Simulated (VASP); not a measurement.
Write the native input for VASP 6.6.1 that does the following.

```yaml
Task: single point
Functional: PBE
Potentials_or_basis: VASP PAW PBE potentials, release 64 (Mn_pv, O)
Cutoff: 520 eV
k_mesh: 11 × 11 × 6
Occupations: fermi-dirac, width 0.05 eV
Spin: collinear spin, ferromagnetic start
Starting_moments: "[4.0, 0.0, 0.0] μB"
Dipole_correction: no
Further_INCAR_settings: ALGO = Normal; EDIFF = 1e-07; NBANDS = 24
```

The structure of MnO2 lies in POSCAR:

```
MnO2
1.0
    2.8769982050      0.0000000000      0.0000000000
   -1.4384991025      2.4915535322      0.0000000000
    0.0000000000      0.0000000000      5.4270682058
Mn O
1 2
Direct
    0.0000000000      0.0000000000      0.5000000000
    0.3333333333      0.6666666667      0.6759651773
    0.6666666667      0.3333333333      0.3240348227
```

One way to write it, as run:

INCAR

```
SYSTEM = MnO2
PREC     = Accurate       ! precision mode
ENCUT    = 520            ! plane-wave cutoff, eV
EDIFF    = 1E-7           ! SCF threshold, eV
ISMEAR   = -1             ! smearing method
SIGMA    = 0.05           ! smearing width, eV
LREAL    = .False.        ! projectors in reciprocal space
LASPH    = .True.         ! aspherical terms in the spheres
NELM     = 150            ! most SCF steps
ALGO     = Normal         ! electronic algorithm
ISIF     = 2              ! what is computed and relaxed
LWAVE    = .False.        ! write WAVECAR
LCHARG   = .False.        ! write CHGCAR
ISPIN    = 2              ! spin polarisation
MAGMOM   = 4 0 0          ! initial moments
LORBIT   = 11             ! projections on sites
LMAXMIX  = 4              ! l up to which the mixer works
GGA      = PE             ! functional
NBANDS   = 24             ! bands
```

KPOINTS

```
Automatic mesh
0
Gamma
  11 11 6
  0 0 0
```

Potentials or basis: VASP PAW PBE potentials, release 64 (Mn_pv, O).

Command:

```sh
$ cat potpaw_PBE.64/Mn_pv/POTCAR potpaw_PBE.64/O/POTCAR > POTCAR
$ mpirun -np 1 vasp_std > vasp.out
```

Results of the run:

```yaml
Pressure: 0.8 GPa
Largest_force: 0.087 eV/Å
Band_gap_on_the_k_mesh: 0.99 eV (least direct gap 1.04 eV)
Net_moment: 3.00 μB per cell
Site_moments: Mn +2.85; O +0.04 μB
Valence_electrons_inside_the_program's_atomic_spheres: Mn 11.70; O 4.99
```

Caveat: a cell with one magnetic atom can't hold antiferromagnetic order, which such compounds often take.

It took 3.6 min on 1 thread of Intel Xeon 8259CL, on a shared host, peak memory 0.26 GiB.
